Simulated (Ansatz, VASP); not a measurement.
CoH4: VASP beside Ansatz

```
CELL_PARAMETERS angstrom
3.86911 0.00000 0.00000
0.00000 3.86911 0.00000
0.00000 0.00000 3.06156
ATOMIC_POSITIONS crystal
Co 0.00000 0.00000 0.00000
H 0.50000 0.50000 0.80786
H 0.50000 0.50000 0.19214
H 0.00000 0.50000 0.40402
H 0.50000 0.00000 0.59598
```

Alike in both runs: task single point; functional PBE; k mesh 4 × 4 × 6; occupations gaussian, width 0.1 eV; collinear spin.

```csv
,VASP,Ansatz
version,VASP 6.6.1,Ansatz 0.2.0
potentials or method,"VASP PAW PBE potentials, release 64 (Co_sv, H), cutoff 600 eV","scalar-relativistic, plane waves, PAW"
valence electrons in the cell,21,21
```

Ansatz gave:

| Quantity | Value |
| --- | --- |
| gap on the k mesh at the Fermi level (eV) | none |
| pressure (GPa) | -19.2 |
| traceless stress, the component that is largest in VASP (GPa) | -13.17 |
| rms of the force components (eV/Å) | 1.284 |
| net moment per atom (μB) | 0.47 |
| size of the moment on the site where the two differ most (μB) | 2.21 |

Task: Estimate VASP's values.

Result: gap on the k mesh at the Fermi level (eV): none; pressure (GPa): -20.0; traceless stress, the component that is largest in VASP (GPa): -13.16; rms of the force components (eV/Å): 1.286; net moment per atom (μB): 0.47; size of the moment on the site where the two differ most (μB): 2.19.

Site moments also hang on the region over which each program counts them. Atom by atom the forces differ by 0.002 eV/Å (rms over components). A gap of «none» marks a metal or a gap that the smearing closes.

The k mesh is coarse, so the values compare programs but aren't converged.
